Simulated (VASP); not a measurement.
HfO2, 12 atoms in the cell. The structure is orthorhombic, space group Pca2_1 (No. 29). The conventional cell has a = 5.322 Å, b = 5.103 Å, c = 5.131 Å, α = 90.00°, β = 90.00°, γ = 90.00°. Hf (site symmetry 1) has 7 O at 2.06 to 2.27 Å within 2.7 Å. O (site symmetry 1) has 6 Hf at 2.06 to 3.56 Å and 12 O at 2.56 to 3.52 Å within 3.6 Å. O (site symmetry 1) has 4 Hf at 2.15 to 2.27 Å and 7 O at 2.56 to 2.86 Å within 2.9 Å. 

| Quantity | Value |
| --- | --- |
| Program | VASP 6.6.1 |
| Task | single point |
| Functional | r2SCAN |
| Potentials or basis | VASP PAW PBE potentials, release 64 (Hf_pv, O) |
| Cutoff | 520 eV |
| k mesh | 5 × 6 × 5 |
| Occupations | fermi-dirac, width 0.05 eV |
| Spin | no spin polarisation |
| Dipole correction | no |
| Further INCAR settings | ALGO = Normal; EDIFF = 1e-07; NBANDS = 56 |

Potentials or basis: VASP PAW PBE potentials, release 64 (Hf_pv, O).

Command:

```console
$ cat potpaw_PBE.64/Hf_pv/POTCAR potpaw_PBE.64/O/POTCAR > POTCAR
$ cp INCAR.step1 INCAR
$ mpirun -np 1 vasp_std > vasp.out
$ cp INCAR.step2 INCAR
$ mpirun -np 1 vasp_std > vasp.out
```

Hardware: 1 thread of Intel Xeon 8259CL, with other jobs on the host.

**Question.** Estimate the wall time of this run.

**Answer.** It took 29 min on 1 thread of Intel Xeon 8259CL (shared host), peak memory 0.39 GiB. Counts: k points 36.
